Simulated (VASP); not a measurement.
# Na: single point with PBEsol

Crystal: Na.

```xyz
1
Lattice="-2.0889 2.0889 2.0889 2.0889 -2.0889 2.0889 2.0889 2.0889 -2.0889" Properties=species:S:1:pos:R:3 pbc="T T T"
Na    0.0000    0.0000    0.0000
```

- Program: VASP 6.6.1
- Task: single point
- Functional: PBEsol
- Potentials or basis: VASP PAW PBE potentials, release 64 (Na_pv)
- Cutoff: 520 eV
- k mesh: 16 × 16 × 16
- Occupations: fermi-dirac, width 0.15 eV
- Spin: no spin polarisation
- Dipole correction: no
- Further INCAR settings: ALGO = Fast; EDIFF = 1e-06; NBANDS = 10

- Pressure: 0.0 GPa

Levels at points of the mesh, in eV from the Fermi level:
| k point | band 1 | band 2 | band 3 | band 4 | band 5 | band 6 |
| --- | --- | --- | --- | --- | --- | --- |
| (0.00, 0.00, 0.00) | -24.77 | -24.77 | -24.77 | -3.31 | 11.84 | 11.84 |
| (0.50, 0.00, 0.00) | -24.81 | -24.78 | -24.77 | 0.75 | 1.25 | 8.27 |
| (0.50, 0.50, 0.50) | -24.80 | -24.80 | -24.80 | 4.54 | 4.54 | 4.95 |

Run time: 40 s on 1 thread of Intel(R) Xeon(R) Platinum 8488C (Sapphire Rapids), on a shared host, peak memory 0.17 GiB.

Caveat: the PAW data sets were made with another functional, which shifts forces and pressure a little.
